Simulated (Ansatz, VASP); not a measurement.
Two plane-wave programs on Te5Pd

The input INCAR:

```
  PREC = Accurate
  ENCUT = 520
  EDIFF = 1E-7
  ISMEAR = 0
  SIGMA = 0.1
  LREAL = F
  LASPH = T
  NELM = 150
  ALGO = Normal
  ISIF = 2
  LWAVE = F
  LCHARG = T
  ISPIN = 2
  MAGMOM = 0 0 0 0 0 1
  LORBIT = 11
  LMAXMIX = 4
  GGA = PE
  LELF = T
  LVHAR = T
  NBANDS = 33
```

The input KPOINTS:

```
regular mesh
0
Gamma
  4 4 4
```

The input POSCAR:

```
Te5Pd
1.0
    6.2579002819      0.0000000000      0.0000000000
    0.0000000000      6.2579002819      0.0000000000
    0.0000000000      0.0000000000      6.2579002819
Te Pd
5 1
Direct
    0.7641386810      0.7641386810      0.7641386810
    0.2358613190      0.2358613190      0.7641386810
    0.2358613190      0.7641386810      0.2358613190
    0.7641386810      0.2358613190      0.2358613190
    0.5000000000      0.5000000000      0.5000000000
    0.0000000000      0.0000000000      0.0000000000
```

Input for Ansatz:

```yaml
crystal:
  lattice:
    - [6.2579002819, 0.0, 0.0]
    - [0.0, 6.2579002819, 0.0]
    - [0.0, 0.0, 6.2579002819]
  atoms:
    - { symbol: Te, position: [0.764138681, 0.764138681, 0.764138681] }
    - { symbol: Te, position: [0.235861319, 0.235861319, 0.764138681] }
    - { symbol: Te, position: [0.235861319, 0.764138681, 0.235861319] }
    - { symbol: Te, position: [0.764138681, 0.235861319, 0.235861319] }
    - { symbol: Te, position: [0.5, 0.5, 0.5] }
    - { symbol: Pd, position: [0.0, 0.0, 0.0], spin: 1.0 }
basis:
  ecutwfc: 420
kpoints:
  mp_grid: { grid: [4, 4, 4] }
hamiltonian:
  xc: pbe
scf:
  occupations: { method: gaussian, width: 0.1 }
  lower_state_search: "off"
output:
  forces: true
  stress: true
  eigenvalues: true
  populations: true
magnetization:
  spin_polarized: true
```

Alike in both runs: task single point; functional PBE; k mesh 4 × 4 × 4; occupations gaussian, width 0.1 eV; collinear spin.

|  | VASP | Ansatz |
| --- | --- | --- |
| version | VASP 6.6.1 | Ansatz 0.2.0 |
| potentials or method | VASP PAW PBE potentials, release 64 (Te, Pd), cutoff 520 eV | scalar-relativistic, plane waves, PAW |
| valence electrons in the cell | 40 | 98 |

|  | VASP | Ansatz | Ansatz less VASP |
| --- | --- | --- | --- |
| gap on the k mesh at the Fermi level (eV) | none | none | - |
| pressure (GPa) | 0.0 | 0.0 | +0.06 |
| rms of the force components (eV/Å) | 0.007 | 0.001 | -0.0063 |
| net moment per atom (μB) | 0.00 | 0.00 | 0.000 |

Atom by atom the forces differ by 0.006 eV/Å (rms over components). A gap of «none» marks a metal or a gap that the smearing closes. With one functional, cell and mesh, what is left measures potentials, basis and numerics. VASP's potentials hold 40 valence electrons a cell and Ansatz's 98, so a difference there can come from the potentials and not from the codes. Ansatz's warnings: seeded moment not kept.

Neither program's run includes spin-orbit coupling.
